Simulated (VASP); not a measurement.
A run of VASP 6.6.1 is set up as follows.

INCAR

```
PREC = Accurate
ENCUT = 520
EDIFF = 1E-7
ISMEAR = -1
SIGMA = 0.08
LREAL = F
LASPH = T
NELM = 80
ALGO = Normal
ISIF = 2
LWAVE = F
LCHARG = F
GGA = PS
NBANDS = 16
```

File KPOINTS:

```
regular mesh
0
Gamma
  12 12 12
```

File POSCAR:

```
GaP
1.0
    0.0000000000      2.6979975000      2.7252500000
    2.6979975000      0.0000000000      2.7252500000
    2.6979975000      2.6979975000      0.0000000000
Ga P
1 1
Direct
    0.0000000000      0.0000000000      0.0000000000
    0.7500000000      0.7500000000      0.7500000000
```

Potentials or basis: VASP PAW PBE potentials, release 64 (Ga_d, P).

The run is started by

```console
$ cat potpaw_PBE.64/Ga_d/POTCAR potpaw_PBE.64/P/POTCAR > POTCAR
$ mpirun -np 1 vasp_std > vasp.out
```

(1) Estimate the pressure.

(2) What does it give for the band gap on the k mesh?

## Answers

(1) 1.1 GPa.

(2) 1.39 eV (least direct gap 1.90 eV).

Caveat: the cell differs from its parent crystal (equal xx and yy strain of -1 %); the PAW data sets were made with another functional, which shifts forces and pressure a little.
